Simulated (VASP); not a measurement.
# HfN (F-43m) in VASP: a series of runs

The runs below take HfN through single point, with LDA.

All numbers are computed with VASP 6.6.1; they aren't measurements. Logs are shortened: lines on timing, memory, paths and dates and some standing lists are left out, and cuts for length are marked.

## Step 1: The cell of the first run

It takes space group F-43m (No. 216, cubic). Conventional cell: a = 4.775 Å, b = 4.775 Å, c = 4.775 Å, α = 90.00°, β = 90.00°, γ = 90.00°. Within 2.7 Å of Hf (site symmetry -43m) lie 4 N at 2.07 Å. Within 2.7 Å of N (site symmetry -43m) lie 4 Hf at 2.07 Å.

## Step 2: Single point, LDA

File INCAR:

```
SYSTEM = HfN
ALGO = Normal
EDIFF = 1E-6
ENCUT = 520
GGA = CA
ISIF = 2
ISMEAR = 1
LASPH = .True.
LCHARG = .True.
LELF = .True.
LREAL = .False.
LVHAR = .True.
LWAVE = .False.
NBANDS = 14
NELM = 100
PREC = Accurate
SIGMA = 0.1
```

File KPOINTS:

```
k-points
0
Gamma
  10 10 10
  0 0 0
```

File POSCAR:

```
HfN
1.0
    0.0000000000      2.3875305024      2.3875305024
    2.3875305024      0.0000000000      2.3875305024
    2.3875305024      2.3875305024      0.0000000000
Hf N
1 1
Direct
    0.0000000000      0.0000000000      0.0000000000
    0.7500000000      0.7500000000      0.7500000000
```

Potentials or basis: VASP PAW LDA potentials, release 64 (Hf_pv, N).

Started as:

```sh
$ cat potpaw_LDA.64/Hf_pv/POTCAR potpaw_LDA.64/N/POTCAR > POTCAR
$ mpirun -np 1 vasp_std > vasp.out
```

OUTCAR:

```text
SYSTEM = HfN
   EDIFF = 1E-6
   ENCUT = 520
   GGA = CA
   ISIF = 2
   ISMEAR = 1
   LASPH = .True.
   LREAL = .False.
   NELM = 100
   PREC = Accurate

 ion  position               nearest neighbor table
   1  0.000  0.000  0.000-   2 2.07   2 2.07   2 2.07   2 2.07
   2  0.750  0.750  0.750-   1 2.07   1 2.07   1 2.07   1 2.07

  LATTYP: Found a face centered cubic cell.
 ALAT       =     4.7750610048

  Lattice vectors:

 A1 = (   0.0000000000,   2.3875305024,   2.3875305024)
 A2 = (   2.3875305024,   0.0000000000,   2.3875305024)
 A3 = (   2.3875305024,   2.3875305024,   0.0000000000)

Analysis of symmetry for initial positions (statically):
=====================================================================
 Subroutine PRICEL returns:
 Original cell was already a primitive cell.

 Routine SETGRP: Setting up the symmetry group for a
 face centered cubic supercell.

 Subroutine GETGRP returns: Found 24 space group operations
 (whereof 24 operations were pure point group operations)
 out of a pool of 48 trial point group operations.

The static configuration has the point symmetry T_d .

Analysis of symmetry for dynamics (positions and initial velocities):
=====================================================================
 Subroutine PRICEL returns:
 Original cell was already a primitive cell.

 Routine SETGRP: Setting up the symmetry group for a
 face centered cubic supercell.

 Subroutine GETGRP returns: Found 24 space group operations
 (whereof 24 operations were pure point group operations)
 out of a pool of 48 trial point group operations.

The dynamic configuration has the point symmetry T_d .

 Subroutine INISYM returns: Found 24 space group operations
 (whereof 24 operations are pure point group operations),
 and found     1 'primitive' translations

----------------------------------------------------------------------------------------

                                     Primitive cell

  volume of cell :      27.2193

  direct lattice vectors                    reciprocal lattice vectors
     0.000000000  2.387530502  2.387530502    -0.209421408  0.209421408  0.209421408
     2.387530502  0.000000000  2.387530502     0.209421408 -0.209421408  0.209421408
     2.387530502  2.387530502  0.000000000     0.209421408  0.209421408 -0.209421408

  length of vectors
     3.376478017  3.376478017  3.376478017     0.362728519  0.362728519  0.362728519

  position of ions in fractional coordinates (direct lattice)
     0.000000000  0.000000000  0.000000000
     0.750000000  0.750000000  0.750000000

  ion indices of the primitive-cell ions
   primitive index   ion index
                 1           1
                 2           2

----------------------------------------------------------------------------------------

 KPOINTS: k-points

Automatic generation of k-mesh.
 Grid dimensions read from file:
 generate k-points for:   10   10   10

 Generating k-lattice:

  Cartesian coordinates                     Fractional coordinates (reciprocal lattice)
    -0.020942141  0.020942141  0.020942141     0.100000000  0.000000000  0.000000000
     0.020942141 -0.020942141  0.020942141     0.000000000  0.100000000  0.000000000
     0.020942141  0.020942141 -0.020942141     0.000000000  0.000000000  0.100000000

  Length of vectors
     0.036272852  0.036272852  0.036272852

  Shift w.r.t. Gamma in fractional coordinates (k-lattice)
     0.000000000  0.000000000  0.000000000

 Subroutine IBZKPT returns following result:
 ===========================================

 Found     47 irreducible k-points:

 Following reciprocal coordinates:
            Coordinates               Weight
  0.000000  0.000000  0.000000      1.000000
  0.100000  0.000000  0.000000      8.000000
  0.200000  0.000000  0.000000      8.000000
  0.300000  0.000000  0.000000      8.000000
  0.400000  0.000000  0.000000      8.000000
  0.500000  0.000000  0.000000      4.000000
[... 16 lines left out ...]
  0.300000  0.300000  0.000000      6.000000
  0.400000  0.300000  0.000000     24.000000
 [... further k-points ...]
   k-points           NKPTS =     47   k-points in BZ     NKDIM =     47   number of bands    NBANDS=     14
   number of dos      NEDOS =    301   number of ions     NIONS =      2
   total plane-waves  NPLWV =  21952
   dimension x,y,z NGX =    28 NGY =   28 NGZ =   28
   dimension x,y,z NGXF=    56 NGYF=   56 NGZF=   56
   ions per type =               1   1
   NGX,Y,Z   is equivalent  to a cutoff of  13.79, 13.79, 13.79 a.u.
   NGXF,Y,Z  is equivalent  to a cutoff of  27.57, 27.57, 27.57 a.u.
 SYSTEM =  HfN
   PREC   = accura    normal or accurate (medium, high low for compatibility)
   ISTART =      0    job   : 0-new  1-cont  2-samecut
   ICHARG =      2    charge: 1-file 2-atom 10-const
   ISPIN  =      1    spin polarized calculation?
   LNONCOLLINEAR =      F non collinear calculations
   LSORBIT =      F    spin-orbit coupling
   LASPH  =      T    aspherical Exc in radial PAW
   ENCUT  =  520.0 eV  38.22 Ry    6.18 a.u.   6.28  6.28  6.28*2*pi/ulx,y,z
   NELM   =    100;   NELMIN=  2; NELMDL= -5     # of ELM steps
   EDIFF  = 0.1E-05   stopping-criterion for ELM
   LREAL  =      F    real-space projection
   EDIFFG = 0.1E-04   stopping-criterion for IOM
   NSW    =      0    number of steps for IOM
   IBRION =     -1    ionic relax: 0-MD 1-quasi-New 2-CG
   NFREE  =      0    steps in history (QN), initial steepest desc. (CG)
   ISIF   =      2    stress and relaxation
   ISYM   =      2    0-nonsym 1-usesym 2-fastsym
   POTIM  = 0.5000    time-step for ionic-motion
   TEBEG  =    0.0;   TEEND  =   0.0 temperature during run
   PSTRESS=    0.0 pullay stress
   NELECT =      15.0000    total number of electrons
   NUPDOWN=      -1.0000    fix difference up-down
   EMIN   =  10.00;   EMAX   =-10.00  energy-range for DOS
   EFERMI =   0.00;   METHOD = LEGACY
   ISMEAR =     1;   SIGMA  =   0.10  broadening in eV -4-tet -1-fermi 0-gaus
   EFERMI_NEDOS =   21; number of points for ismear=-14 and -15
   IALGO  =     38    algorithm
   IMIX   =      4    mixing-type and parameters
     AMIX     =   0.40;   BMIX     =  1.00
     AMIX_MAG =   1.60;   BMIX_MAG =  1.00
  volume/ion in A,a.u.               =      13.61        91.84
  Fermi-wavevector in a.u.,A,eV,Ry     =   1.342187  2.536365 24.510428  1.801466
  Thomas-Fermi vector in A             =   2.470361
   LORBIT       =      0    0 simple, 1 ext, 2 COOP (PROOUT), +10 PAW based schemes
   GGA     = CA    functional components
   LHFCALC =     F    Hartree Fock is set to
   AEXX    =    0.0000 exact exchange contribution
   IVDW    =     0    specifies the selected vdW correction
   LEPSILON=     F    determine dielectric tensor
   LRPA    =     F    only Hartree local field effects (RPA)
 non-spin polarized calculation
 Methfessel and Paxton  Order N= 1 SIGMA  =   0.10
  energy-cutoff  :      520.00
  volume of cell :       27.22
 maximum number of plane-waves:       754
 NGX is ok and might be reduce to    28
   NGX = 13   NGY = 13   NGZ = 13

 number of electron      15.0000000 magnetization

 Free energy of the ion-electron system (eV)
  ---------------------------------------------------
  ext. energy  EPLUGINS =         0.00000000
  ---------------------------------------------------
  free energy    TOTEN  =       -23.04294615 eV

  energy without entropy =      -23.04327088  energy(sigma->0) =      -23.04305439

 E-fermi :   6.2250     XC(G=0): -11.9043

 val. band max:        6.1279376659   @ k =   0.3000   0.2000   0.0000
 cond. band min:       6.2654852200   @ k =   0.4000   0.2000   0.0000
 fundamental gap:      0.1375475541
 Fermi energy:         6.2250436642

 k-point     1 :       0.0000    0.0000    0.0000
  band No.  band energies     occupation
      1     -24.4009      2.00000
      2     -24.4009      2.00000
      3     -24.4009      2.00000
      4     -10.0998      2.00000
      5       0.3901      2.00000
      6       0.3901      2.00000
      7       0.3901      2.00000
      8       5.8241      2.00000
      9       8.5628      0.00000
     10       8.5628      0.00000
     11      13.3276      0.00000
     12      13.3276      0.00000
     13      13.3276      0.00000
     14      18.0276      0.00000

 k-point     2 :       0.1000    0.0000    0.0000
  band No.  band energies     occupation
      1     -24.4696      2.00000
      2     -24.4095      2.00000
      3     -24.4094      2.00000
      4      -9.9534      2.00000
      5       0.1911      2.00000
      6       0.4727      2.00000
      7       0.4727      2.00000
      8       6.3606     -0.06654
      9       8.3783      0.00000
     10       8.3783      0.00000
     11      13.0536      0.00000
     12      13.6171      0.00000
     13      13.6171      0.00000
     14      18.0228      0.00000

 k-point     3 :       0.2000    0.0000    0.0000
  band No.  band energies     occupation
      1     -24.6441      2.00000
      2     -24.4317      2.00000
      3     -24.4317      2.00000
      4      -9.5882      2.00000
      5      -0.0960      2.00000
      6       0.6742      2.00000
      7       0.6742      2.00000
      8       7.5020     -0.00000
      9       8.1265     -0.00000
     10       8.1265     -0.00000
     11      12.5571      0.00000
     12      13.9577      0.00000
     13      13.9577      0.00000
     14      16.4359      0.00000
[... 324 lines left out ...]
 k-point    23 :       0.3000    0.3000    0.0000
  band No.  band energies     occupation
      1     -24.8512      2.00000
      2     -24.5496      2.00000
      3     -24.5496      2.00000
      4      -8.8604      2.00000
      5      -0.9638      2.00000
      6       1.6535      2.00000
      7       1.6535      2.00000
      8       5.4581      2.00000
      9       9.6616      0.00000
     10       9.7728      0.00000
     11      12.8015      0.00000
     12      12.8015      0.00000
     13      13.4358      0.00000
     14      18.0127      0.00000

 k-point    24 :       0.4000    0.3000    0.0000
  band No.  band energies     occupation
      1     -24.9408      2.00000
      2     -24.5958      2.00000
      3     -24.5752      2.00000
      4      -8.6212      2.00000
      5      -0.9199      2.00000
      6       1.8635      2.00000
      7       1.9343      2.00000
      8       5.3858      2.00000
      9       9.2280      0.00000
     10      10.0056      0.00000
     11      12.2302      0.00000
     12      12.7000      0.00000
     13      13.9960      0.00000
     14      17.9505      0.00000

 [... further k-points ...]

------------------------ aborting loop because EDIFF is reached ----------------------------------------

  FORCE on cell =-STRESS in cart. coord.  units (eV):
  Direction    XX          YY          ZZ          XY          YZ          ZX
  --------------------------------------------------------------------------------------
  -------------------------------------------------------------------------------------
  Total        1.2925341      1.2925341      1.2925341      0.0000000      0.0000000      0.0000000
  in kB       76.0809319     76.0809319     76.0809319      0.0000000      0.0000000      0.0000000
  external PRESSURE =      76.0809319 kB  Pullay stress =       0.0000000 kB

 VOLUME and BASIS-vectors are now :
 -----------------------------------------------------------------------------
  energy-cutoff  :      520.00
  volume of cell :       27.22
      direct lattice vectors                 reciprocal lattice vectors
     0.000000000  2.387530502  2.387530502    -0.209421408  0.209421408  0.209421408
     2.387530502  0.000000000  2.387530502     0.209421408 -0.209421408  0.209421408
     2.387530502  2.387530502  0.000000000     0.209421408  0.209421408 -0.209421408

 POSITION                                       TOTAL-FORCE (eV/Angst)
 -----------------------------------------------------------------------------------
      0.00000      0.00000      0.00000         0.000000      0.000000      0.000000
      3.58130      3.58130      3.58130        -0.000000     -0.000000     -0.000000
 -----------------------------------------------------------------------------------
    total drift:                                0.000000      0.000000      0.000000

  FREE ENERGIE OF THE ION-ELECTRON SYSTEM (eV)
  ---------------------------------------------------
  free  energy   TOTEN  =       -23.0429461480 eV

  energy  without entropy=      -23.0432708795  energy(sigma->0) =      -23.04305439
```

It took 28 s on 1 thread of Intel Xeon Platinum 8375C at 2.90GHz (Ice Lake), shared host; peak memory 0.15 GiB.

Results:

```yaml
Free_energy: -23.0429 eV
Pressure: 7.6 GPa
```

Levels at points of the mesh, in eV from the Fermi level:
| k point | band 5 | band 6 | band 7 | band 8 | band 9 | band 10 |
| --- | --- | --- | --- | --- | --- | --- |
| (0.00, 0.00, 0.00) | -5.83 | -5.83 | -5.83 | -0.40 | 2.34 | 2.34 |
| (0.50, 0.00, 0.00) | -5.81 | -5.17 | -5.17 | 1.71 | 2.92 | 2.92 |
| (0.50, 0.50, 0.00) | -7.37 | -3.64 | -3.64 | -1.12 | 2.37 | 4.37 |

Caveat: spin-orbit coupling is left out, which moves the levels of the heavy elements.

## Step 3: Single point, LDA

This run uses another cell than the first one, of 14.00 Å³/atom, 1.029 times its volume.

File INCAR:

```
PREC = Accurate
ENCUT = 520
EDIFF = 1E-6
ISMEAR = 1
SIGMA = 0.1
LREAL = False
LASPH = True
NELM = 80
ALGO = Normal
ISIF = 2
LWAVE = False
LCHARG = False
GGA = CA
NBANDS = 14
```

File KPOINTS:

```
regular mesh
0
Gamma
  10 10 10
```

File POSCAR:

```
HfN
1.0
    0.0000000000      2.4103790725      2.4103790725
    2.4103790725      0.0000000000      2.4103790725
    2.4103790725      2.4103790725      0.0000000000
Hf N
1 1
Direct
    0.0000000000      0.0000000000      0.0000000000
    0.7500000000      0.7500000000      0.7500000000
```

Potentials or basis: VASP PAW LDA potentials, release 64 (Hf_pv, N).

Started as:

```sh
$ cat potpaw_LDA.64/Hf_pv/POTCAR potpaw_LDA.64/N/POTCAR > POTCAR
$ mpirun -np 1 vasp_std > vasp.out
```

Run time: 26 s. Hardware: 1 thread of Intel Xeon Platinum 8375C at 2.90GHz (Ice Lake), shared host; peak memory 0.15 GiB.

The run converged. Its results:

```
Free energy : -23.0638 eV
Pressure    : 0.8 GPa
```

Levels at points of the mesh, in eV from the Fermi level:
| k point | band 3 | band 4 | band 5 | band 6 | band 7 | band 8 | band 9 | band 10 | band 11 | band 12 |
| --- | --- | --- | --- | --- | --- | --- | --- | --- | --- | --- |
| (0.00, 0.00, 0.00) | -30.73 | -16.18 | -5.70 | -5.70 | -5.70 | -0.48 | 2.27 | 2.27 | 6.91 | 6.91 |
| (0.50, 0.00, 0.00) | -30.81 | -14.95 | -5.76 | -5.06 | -5.06 | 1.65 | 2.82 | 2.82 | 4.46 | 5.56 |
| (0.50, 0.50, 0.00) | -30.93 | -14.52 | -7.21 | -3.62 | -3.62 | -1.12 | 2.28 | 4.21 | 4.93 | 4.93 |

Caveat: spin-orbit coupling is left out, which moves the levels of the heavy elements.

(Continued in part 2 of 2.)
